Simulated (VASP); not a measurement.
# Bi3Te2S (P4mm) in VASP: a series of runs

Runs on Bi3Te2S. Level: PBE. Tasks: single point.

All numbers are computed with VASP 6.6.1; they aren't measurements. Logs are shortened: lines on timing, memory, paths and dates and some standing lists are left out, and cuts for length are marked.

### 1 The cell of the first run

Symmetry: P4mm, No. 99, tetragonal system. The conventional cell has a = 5.262 Å, b = 5.262 Å, c = 6.630 Å, α = 90.00°, β = 90.00°, γ = 90.00°. Within 3.8 Å of Bi (site symmetry 2mm) lie 2 S at 2.64 Å and 4 Te at 3.37 to 3.39 Å and 6 Bi at 3.50 to 3.72 Å. Within 4.6 Å of Bi (site symmetry 4mm) lie 4 Bi at 3.50 Å and 8 Te at 3.73 to 4.31 Å and 4 S at 4.50 Å. Te (site symmetry 4mm) has 1 S at 1.91 Å and 1 Te at 2.39 Å within 2.5 Å. Within 3.1 Å of Te (site symmetry 4mm) lie 1 S at 2.33 Å and 1 Te at 2.39 Å. S (site symmetry 4mm) has 2 Te at 1.91 to 2.33 Å within 2.5 Å.

The cell was generated, and may not be a known phase.

### 2 Single point, PBE

File INCAR:

```
SYSTEM = Bi3Te2S
ALGO = Normal ; EDIFF = 1E-6
ENCUT = 520 ; GGA = PE
ISIF = 2 ; ISMEAR = 0
LASPH = .True. ; LCHARG = .False.
LREAL = .False. ; LWAVE = .False.
NBANDS = 40 ; NELM = 80
PREC = Accurate ; SIGMA = 0.1
```

File KPOINTS:

```
k-points
0
Gamma
  4 4 4
  0 0 0
```

File POSCAR:

```
Bi3Te2S
1.0
    5.2618911800      0.0000000000      0.0000000000
    0.0000000000      5.2618911800      0.0000000000
    0.0000000000      0.0000000000      6.6300208500
Bi Te S
3 2 1
Direct
    0.5000000000      0.0000000000      0.4733394400
    0.0000000000      0.5000000000      0.4733394400
    0.5000000000      0.5000000000      0.8218914200
    0.0000000000      0.0000000000      0.1511891000
    0.0000000000      0.0000000000      0.7906731400
    0.0000000000      0.0000000000      0.4394499800
```

Potentials or basis: VASP PAW PBE potentials, release 64 (Bi_d, Te, S).

Started as:

```console
$ cat potpaw_PBE.64/Bi_d/POTCAR potpaw_PBE.64/Te/POTCAR potpaw_PBE.64/S/POTCAR > POTCAR
$ mpirun -np 1 vasp_std > vasp.out
```

OUTCAR:

```text
SYSTEM = Bi3Te2S
   EDIFF = 1E-6
   ENCUT = 520
   GGA = PE
   ISIF = 2
   ISMEAR = 0
   LASPH = .True.
   LREAL = .False.
   NELM = 80
   PREC = Accurate

 ion  position               nearest neighbor table
   1  0.500  0.000  0.473-   6 2.64   6 2.64   5 3.37   5 3.37   4 3.39   4 3.39   3 3.50   3 3.50
                             2 3.72   2 3.72   2 3.72   2 3.72
   2  0.000  0.500  0.473-   6 2.64   6 2.64   5 3.37   5 3.37   4 3.39   4 3.39   3 3.50   3 3.50
                             1 3.72   1 3.72   1 3.72   1 3.72
   3  0.500  0.500  0.822-   1 3.50   2 3.50   1 3.50   2 3.50   5 3.73   5 3.73   5 3.73   5 3.73

   4  0.000  0.000  0.151-   6 1.91   5 2.39   1 3.39   2 3.39   2 3.39   1 3.39
   5  0.000  0.000  0.791-   6 2.33   4 2.39   1 3.37   2 3.37   2 3.37   1 3.37   3 3.73   3 3.73
                             3 3.73   3 3.73
   6  0.000  0.000  0.439-   4 1.91   5 2.33   1 2.64   2 2.64   2 2.64   1 2.64

  LATTYP: Found a simple tetragonal cell.
 ALAT       =     5.2618911800
 C/A-ratio  =     1.2600072147

  Lattice vectors:

 A1 = (   5.2618911800,   0.0000000000,   0.0000000000)
 A2 = (   0.0000000000,   5.2618911800,   0.0000000000)
 A3 = (   0.0000000000,   0.0000000000,   6.6300208500)

Analysis of symmetry for initial positions (statically):
=====================================================================
 Subroutine PRICEL returns:
 Original cell was already a primitive cell.

 Routine SETGRP: Setting up the symmetry group for a
 simple tetragonal supercell.

 Subroutine GETGRP returns: Found  8 space group operations
 (whereof  8 operations were pure point group operations)
 out of a pool of 16 trial point group operations.

The static configuration has the point symmetry C_4v.

Analysis of symmetry for dynamics (positions and initial velocities):
=====================================================================
 Subroutine PRICEL returns:
 Original cell was already a primitive cell.

 Routine SETGRP: Setting up the symmetry group for a
 simple tetragonal supercell.

 Subroutine GETGRP returns: Found  8 space group operations
 (whereof  8 operations were pure point group operations)
 out of a pool of 16 trial point group operations.

The dynamic configuration has the point symmetry C_4v.

 Subroutine INISYM returns: Found  8 space group operations
 (whereof  8 operations are pure point group operations),
 and found     1 'primitive' translations

----------------------------------------------------------------------------------------

                                     Primitive cell

  volume of cell :     183.5687

  direct lattice vectors                    reciprocal lattice vectors
     5.261891180  0.000000000  0.000000000     0.190045739  0.000000000  0.000000000
     0.000000000  5.261891180  0.000000000     0.000000000  0.190045739  0.000000000
     0.000000000  0.000000000  6.630020850     0.000000000  0.000000000  0.150829088

  length of vectors
     5.261891180  5.261891180  6.630020850     0.190045739  0.190045739  0.150829088

  position of ions in fractional coordinates (direct lattice)
     0.500000000  0.000000000  0.473339440
     0.000000000  0.500000000  0.473339440
     0.500000000  0.500000000  0.821891420
     0.000000000  0.000000000  0.151189100
     0.000000000  0.000000000  0.790673140
     0.000000000  0.000000000  0.439449980

  ion indices of the primitive-cell ions
   primitive index   ion index
                 1           1
                 2           2
                 3           3
                 4           4
                 5           5
                 6           6

----------------------------------------------------------------------------------------

 KPOINTS: k-points

Automatic generation of k-mesh.
 Grid dimensions read from file:
 generate k-points for:    4    4    4

 Generating k-lattice:

  Cartesian coordinates                     Fractional coordinates (reciprocal lattice)
     0.047511435  0.000000000  0.000000000     0.250000000  0.000000000  0.000000000
     0.000000000  0.047511435  0.000000000     0.000000000  0.250000000  0.000000000
     0.000000000  0.000000000  0.037707272     0.000000000  0.000000000  0.250000000

  Length of vectors
     0.047511435  0.047511435  0.037707272

  Shift w.r.t. Gamma in fractional coordinates (k-lattice)
     0.000000000  0.000000000  0.000000000

 Subroutine IBZKPT returns following result:
 ===========================================

 Found     18 irreducible k-points:

 Following reciprocal coordinates:
            Coordinates               Weight
  0.000000  0.000000  0.000000      1.000000
  0.250000  0.000000  0.000000      4.000000
  0.500000  0.000000  0.000000      2.000000
  0.250000  0.250000  0.000000      4.000000
  0.500000  0.250000  0.000000      4.000000
  0.500000  0.500000  0.000000      1.000000
[... 10 lines left out ...]
  0.500000  0.250000  0.500000      4.000000
  0.500000  0.500000  0.500000      1.000000
   k-points           NKPTS =     18   k-points in BZ     NKDIM =     18   number of bands    NBANDS=     40
   number of dos      NEDOS =    301   number of ions     NIONS =      6
   total plane-waves  NPLWV =  80000
   dimension x,y,z NGX =    40 NGY =   40 NGZ =   50
   dimension x,y,z NGXF=    80 NGYF=   80 NGZF=  100
   ions per type =               3   2   1
   NGX,Y,Z   is equivalent  to a cutoff of  12.64, 12.64, 12.54 a.u.
   NGXF,Y,Z  is equivalent  to a cutoff of  25.28, 25.28, 25.07 a.u.
 SYSTEM =  Bi3Te2S
   PREC   = accura    normal or accurate (medium, high low for compatibility)
   ISTART =      0    job   : 0-new  1-cont  2-samecut
   ICHARG =      2    charge: 1-file 2-atom 10-const
   ISPIN  =      1    spin polarized calculation?
   LNONCOLLINEAR =      F non collinear calculations
   LSORBIT =      F    spin-orbit coupling
   LASPH  =      T    aspherical Exc in radial PAW
   ENCUT  =  520.0 eV  38.22 Ry    6.18 a.u.   9.78  9.78 12.33*2*pi/ulx,y,z
   NELM   =     80;   NELMIN=  2; NELMDL= -5     # of ELM steps
   EDIFF  = 0.1E-05   stopping-criterion for ELM
   LREAL  =      F    real-space projection
   EDIFFG = 0.1E-04   stopping-criterion for IOM
   NSW    =      0    number of steps for IOM
   IBRION =     -1    ionic relax: 0-MD 1-quasi-New 2-CG
   NFREE  =      0    steps in history (QN), initial steepest desc. (CG)
   ISIF   =      2    stress and relaxation
   ISYM   =      2    0-nonsym 1-usesym 2-fastsym
   POTIM  = 0.5000    time-step for ionic-motion
   TEBEG  =    0.0;   TEEND  =   0.0 temperature during run
   PSTRESS=    0.0 pullay stress
   NELECT =      63.0000    total number of electrons
   NUPDOWN=      -1.0000    fix difference up-down
   EMIN   =  10.00;   EMAX   =-10.00  energy-range for DOS
   EFERMI =   0.00;   METHOD = LEGACY
   ISMEAR =     0;   SIGMA  =   0.10  broadening in eV -4-tet -1-fermi 0-gaus
   EFERMI_NEDOS =   21; number of points for ismear=-14 and -15
   IALGO  =     38    algorithm
   IMIX   =      4    mixing-type and parameters
     AMIX     =   0.40;   BMIX     =  1.00
     AMIX_MAG =   1.60;   BMIX_MAG =  1.00
  volume/ion in A,a.u.               =      30.59       206.46
  Fermi-wavevector in a.u.,A,eV,Ry     =   1.146187  2.165979 17.874581  1.313745
  Thomas-Fermi vector in A             =   2.282872
   LORBIT       =      0    0 simple, 1 ext, 2 COOP (PROOUT), +10 PAW based schemes
   GGA     = PE    functional components
   LHFCALC =     F    Hartree Fock is set to
   AEXX    =    0.0000 exact exchange contribution
   IVDW    =     0    specifies the selected vdW correction
   LEPSILON=     F    determine dielectric tensor
   LRPA    =     F    only Hartree local field effects (RPA)
 non-spin polarized calculation
 Gauss-broadening in eV      SIGMA  =   0.10
  energy-cutoff  :      520.00
  volume of cell :      183.57
 maximum number of plane-waves:      4996
 NGX is ok and might be reduce to    40
   NGX = 19   NGY = 19   NGZ = 25

 number of electron      63.0000002 magnetization

 Free energy of the ion-electron system (eV)
  ---------------------------------------------------
  ext. energy  EPLUGINS =         0.00000000
  ---------------------------------------------------
  free energy    TOTEN  =       -12.08171448 eV

  energy without entropy =      -12.05420566  energy(sigma->0) =      -12.06796007

 E-fermi :   6.9942     XC(G=0):  -9.4360

 val. band max:        6.9856640364   @ k =   0.2500   0.0000   0.5000
 cond. band min:       7.0066867875   @ k =   0.5000   0.0000   0.5000
 fundamental gap:      0.0210227511
 Fermi energy:         6.9942450859

 k-point     1 :       0.0000    0.0000    0.0000
  band No.  band energies     occupation
      1     -16.3055      2.00000
      2     -16.2059      2.00000
      3     -16.2059      2.00000
      4     -16.1922      2.00000
      5     -16.1865      2.00000
      6     -16.1829      2.00000
[... 32 lines left out ...]
     39      11.3336      0.00000
     40      11.9588      0.00000

 k-point     2 :       0.2500    0.0000    0.0000
  band No.  band energies     occupation
      1     -16.2737      2.00000
      2     -16.2056      2.00000
      3     -16.1975      2.00000
      4     -16.1900      2.00000
      5     -16.1883      2.00000
      6     -16.1785      2.00000
[... 32 lines left out ...]
     39      11.2618      0.00000
     40      12.1814      0.00000

 k-point     3 :       0.5000    0.0000    0.0000
  band No.  band energies     occupation
      1     -16.2332      2.00000
      2     -16.2050      2.00000
      3     -16.1967      2.00000
      4     -16.1892      2.00000
      5     -16.1767      2.00000
      6     -16.1709      2.00000
[... 32 lines left out ...]
     39      11.8846      0.00000
     40      12.5828      0.00000

 k-point     4 :       0.2500    0.2500    0.0000
  band No.  band energies     occupation
      1     -16.2498      2.00000
      2     -16.2021      2.00000
      3     -16.1940      2.00000
      4     -16.1899      2.00000
      5     -16.1880      2.00000
      6     -16.1783      2.00000
[... 32 lines left out ...]
     39      11.3911      0.00000
     40      11.8648      0.00000
[... 514 lines left out ...]
     39      11.2409      0.00000
     40      11.8491      0.00000

 k-point    17 :       0.5000    0.2500    0.5000
  band No.  band energies     occupation
      1     -16.2203      2.00000
      2     -16.2063      2.00000
      3     -16.1925      2.00000
      4     -16.1870      2.00000
      5     -16.1807      2.00000
      6     -16.1706      2.00000
[... 32 lines left out ...]
     39      11.5390      0.00000
     40      11.8446      0.00000

 k-point    18 :       0.5000    0.5000    0.5000
  band No.  band energies     occupation
      1     -16.2088      2.00000
      2     -16.2088      2.00000
      3     -16.1862      2.00000
      4     -16.1850      2.00000
      5     -16.1849      2.00000
      6     -16.1714      2.00000
[... 32 lines left out ...]
     39      10.8517      0.00000
     40      12.5011      0.00000

------------------------ aborting loop because EDIFF is reached ----------------------------------------

  FORCE on cell =-STRESS in cart. coord.  units (eV):
  Direction    XX          YY          ZZ          XY          YZ          ZX
  --------------------------------------------------------------------------------------
  -------------------------------------------------------------------------------------
  Total        9.9290876      9.9290876     62.2753848      0.0000000      0.0000000      0.0000000
  in kB       86.6605230     86.6605230    543.5360870      0.0000000      0.0000000      0.0000000
  external PRESSURE =     238.9523777 kB  Pullay stress =       0.0000000 kB

 VOLUME and BASIS-vectors are now :
 -----------------------------------------------------------------------------
  energy-cutoff  :      520.00
  volume of cell :      183.57
      direct lattice vectors                 reciprocal lattice vectors
     5.261891180  0.000000000  0.000000000     0.190045739  0.000000000  0.000000000
     0.000000000  5.261891180  0.000000000     0.000000000  0.190045739  0.000000000
     0.000000000  0.000000000  6.630020850     0.000000000  0.000000000  0.150829088

 POSITION                                       TOTAL-FORCE (eV/Angst)
 -----------------------------------------------------------------------------------
      2.63095      0.00000      3.13825        -0.000000     -0.000000      0.594519
      0.00000      2.63095      3.13825        -0.000000      0.000000      0.594519
      2.63095      2.63095      5.44916         0.000000      0.000000     -1.611196
      0.00000      0.00000      1.00239        -0.000000      0.000000    -12.558903
      0.00000      0.00000      5.24218        -0.000000      0.000000     -2.651900
      0.00000      0.00000      2.91356        -0.000000      0.000000     15.632961
 -----------------------------------------------------------------------------------
    total drift:                               -0.000000      0.000000     -0.003835

  FREE ENERGIE OF THE ION-ELECTRON SYSTEM (eV)
  ---------------------------------------------------
  free  energy   TOTEN  =       -12.0817144843 eV

  energy  without entropy=      -12.0542056570  energy(sigma->0) =      -12.06796007
```

It took 97 s on 1 thread of Intel Xeon Platinum 8259CL at 2.50GHz (Skylake/Cascade Lake), shared host; peak memory 0.33 GiB.

What came out:

```yaml
Free_energy: -12.0817 eV
Pressure: 23.9 GPa
Largest_force: 15.633 eV/Å
Band_gap_on_the_k_mesh: zero (an odd number of electrons rules out a gap without spin polarisation)
```

Forces in eV/Å, atoms in the order of the input:
```
Bi    0.000   0.000   0.595
Bi    0.000   0.000   0.595
Bi    0.000   0.000  -1.611
Te    0.000   0.000 -12.559
Te    0.000   0.000  -2.652
S     0.000   0.000  15.633
```

Levels at points of the mesh, in eV from the Fermi level:
| k point | band 29 | band 30 | band 31 | band 32 | band 33 | band 34 | band 35 | band 36 |
| --- | --- | --- | --- | --- | --- | --- | --- | --- |
| (0.00, 0.00, 0.00) | -2.02 | -1.56 | -0.85 | -0.85 | -0.66 | 0.91 | 1.66 | 1.66 |
| (0.50, 0.00, 0.00) | -2.09 | -1.81 | -1.54 | -1.45 | -0.32 | 0.48 | 0.50 | 0.68 |
| (0.50, 0.50, 0.00) | -2.31 | -1.54 | -0.43 | -0.41 | -0.05 | 1.16 | 1.16 | 2.43 |
| (0.00, 0.00, 0.50) | -1.15 | -0.94 | -0.45 | 0.09 | 0.09 | 1.29 | 1.29 | 3.50 |
| (0.50, 0.00, 0.50) | -2.28 | -0.40 | -0.35 | 0.01 | 0.16 | 0.17 | 1.47 | 2.29 |
| (0.50, 0.50, 0.50) | -0.79 | -0.57 | -0.04 | 0.43 | 0.43 | 0.84 | 1.24 | 1.24 |

Caveat: the stress differs along the axes, from 9 to 54 GPa; spin-orbit coupling is left out, which moves the levels of the heavy elements; an odd number of electrons without spin polarisation forces a metal; a magnetic or distorted state may lie lower.

(Continued in part 2 of 2.)

The gap in the log of VASP goes by the Fermi energy; the results here count the filled bands.